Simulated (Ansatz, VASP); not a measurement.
**Ge in VASP and in Ansatz**

File INCAR:

```
SYSTEM = Ge
  PREC = Accurate
  ENCUT = 520
  EDIFF = 1E-6
  ISMEAR = 0
  SIGMA = 0.15
  LREAL = .False.
  LASPH = .True.
  NELM = 80
  ALGO = Normal
  ISIF = 2
  LWAVE = .False.
  LCHARG = .False.
  GGA = PS
  NBANDS = 21
```

The input KPOINTS:

```
regular mesh
0
Gamma
  20 20 20
  0 0 0
```

File POSCAR:

```
Ge
1.0
   -2.4584595300      2.6111000550      1.4153927950
    2.4584595300     -2.6111000550      1.4153927950
    2.4584595300      2.6111000550     -1.4153927950
Ge
2
Direct
    0.1859430000      0.9359430000      0.2500000000
    0.8140570000      0.0640570000      0.7500000000
```

Input for Ansatz:

```yaml
crystal:
  lattice:
    - [-2.45845953, 2.611100055, 1.415392795]
    - [2.45845953, -2.611100055, 1.415392795]
    - [2.45845953, 2.611100055, -1.415392795]
  atoms:
    - { symbol: Ge, position: [0.185943, 0.935943, 0.25] }
    - { symbol: Ge, position: [0.814057, 0.064057, 0.75] }
basis:
  ecutwfc: 420
kpoints:
  mp_grid: { grid: [20, 20, 20] }
hamiltonian:
  xc: pbesol
scf:
  occupations: { method: gaussian, width: 0.15 }
output:
  forces: true
  stress: true
  eigenvalues: true
```

Change from the starting cell: strain -0.015 along x and y, -0.015 along z, atoms carried along.

Alike in both runs: task single point; functional PBEsol; k mesh 20 × 20 × 20; occupations gaussian, width 0.15 eV; no spin polarisation.

|  | VASP | Ansatz |
| --- | --- | --- |
| version | VASP 6.6.1 | Ansatz 0.2.0 |
| potentials or method | VASP PAW PBE potentials, release 64 (Ge_d), cutoff 520 eV | scalar-relativistic, plane waves, PAW |
| valence electrons in the cell | 28 | 28 |

```tsv
	VASP	Ansatz	Ansatz less VASP
gap on the k mesh at the Fermi level (eV)	none	none	-
pressure (GPa)	0.7	0.8	+0.09
traceless stress, the component that is largest in VASP (GPa)	0.69	0.68	-0.006
rms of the force components (eV/Å)	0.028	0.027	-0.0007
```

VASP's potentials were made for PBE, not for PBEsol. Atom by atom the forces differ by 0.001 eV/Å (rms over components). A gap of «none» marks a metal or a gap that the smearing closes.
